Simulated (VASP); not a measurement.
Input of a VASP 6.6.1 run:

INCAR

```
PREC = Accurate ; ENCUT = 520
EDIFF = 1E-6 ; ISMEAR = -1
SIGMA = 0.03 ; LREAL = False
LASPH = True ; NELM = 80
ALGO = Normal ; ISIF = 2
LWAVE = False ; LCHARG = False
GGA = PS ; NBANDS = 15
```

Contents of KPOINTS:

```
regular mesh
0
Gamma
  8 8 8
```

The input POSCAR:

```
KF
1.0
    0.0000000000      2.6718500000      2.6718500000
    2.6718500000      0.0000000000      2.6718500000
    2.6718500000      2.6718500000      0.0000000000
K F
1 1
Direct
   -0.0600000000     -0.0600000000      0.0600000000
    0.5600000000      0.5600000000      0.4400000000
```

Potentials or basis: VASP PAW PBE potentials, release 64 (K_sv, F).

Launch:

```bash
$ cat potpaw_PBE.64/K_sv/POTCAR potpaw_PBE.64/F/POTCAR > POTCAR
$ mpirun -np 1 vasp_std > vasp.out
```

What does it give for the largest force?

3.530 eV/Å.

Predict the band gap on the k mesh.

5.73 eV (least direct gap 5.91 eV).

Estimate the pressure.

8.8 GPa.

Forces on the atoms (eV/Å):
```
K    0.000  0.000  3.530
F    0.000  0.000 -3.530
```

Caveat: the cell differs from its parent crystal (shortest bond scaled by 0.76); the cell stands under pressure; the PAW data sets were made with another functional, which shifts forces and pressure a little. A k mesh can miss the band edges.
